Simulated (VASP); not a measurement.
A run of VASP 6.6.1 is set up as follows.

File INCAR:

```
SYSTEM = LiH
  PREC = Accurate
  ENCUT = 520
  EDIFF = 1E-6
  ISMEAR = -1
  SIGMA = 0.05
  LREAL = Auto
  LASPH = .True.
  NELM = 60
  ALGO = Normal
  ISIF = 2
  LWAVE = .False.
  LCHARG = .True.
  GGA = PS
  LELF = .True.
  LVHAR = .True.
  NBANDS = 30
  NELECT = 34.0
```

The input KPOINTS:

```
regular mesh
0
Gamma
  4 4 1
  0 0 0
```

Contents of POSCAR:

```
LiH
1.0
    1.9899850000      1.9899850000      0.0000000000
   -1.9899850000      1.9899850000      0.0000000000
    0.0000000000      0.0000000000     26.9298920000
H Li
8 8
Direct
    0.5056470000      0.4993470000      0.2424570000
    0.4870500000      0.4953400000      0.3909010000
    0.5058110000      0.5023000000      0.5368750000
    0.4963790000      0.4937400000      0.6844890000
    0.9912310000      0.9960020000      0.3156480000
    0.0021630000      0.0058290000      0.4633470000
    0.0084250000      0.0018750000      0.6103400000
    0.9940130000      0.0084170000      0.7591080000
    0.0079810000      0.9981330000      0.2408560000
    0.9926750000      0.9916850000      0.3893830000
    0.9997010000      0.9914290000      0.5373150000
    0.9868290000      0.9995000000      0.6839070000
    0.5034540000      0.5093070000      0.3155920000
    0.4872480000      0.4870360000      0.4626400000
    0.4956220000      0.5007420000      0.6102930000
    0.5018730000      0.5181680000      0.7590720000
```

Potentials or basis: VASP PAW PBE potentials, release 64 (H, Li_sv).

The run is started by

```console
$ cat potpaw_PBE.64/H/POTCAR potpaw_PBE.64/Li_sv/POTCAR > POTCAR
$ mpirun -np 1 vasp_std > vasp.out
```

Task: Estimate the largest force.

Result: 0.331 eV/Å.

Forces in eV/Å, atoms in the order of the input:
```
H   -0.008 -0.005  0.269
H    0.037  0.039  0.008
H    0.003 -0.070 -0.032
H   -0.061  0.029 -0.203
H    0.014  0.081  0.209
H    0.021 -0.130  0.039
H   -0.046 -0.077 -0.113
H    0.008  0.023 -0.330
Li  -0.027 -0.006 -0.217
Li  -0.035  0.023 -0.061
Li  -0.036  0.060 -0.039
Li   0.053  0.061  0.162
Li   0.023 -0.112 -0.102
Li  -0.007  0.132  0.055
Li   0.045  0.028  0.119
Li   0.015 -0.077  0.236
```

Caveat: the k points lie up to 0.56 Å⁻¹ apart; the cell carries a net charge on a neutralising background, which shifts energy and pressure; the PAW data sets were made with another functional, which shifts forces and pressure a little.
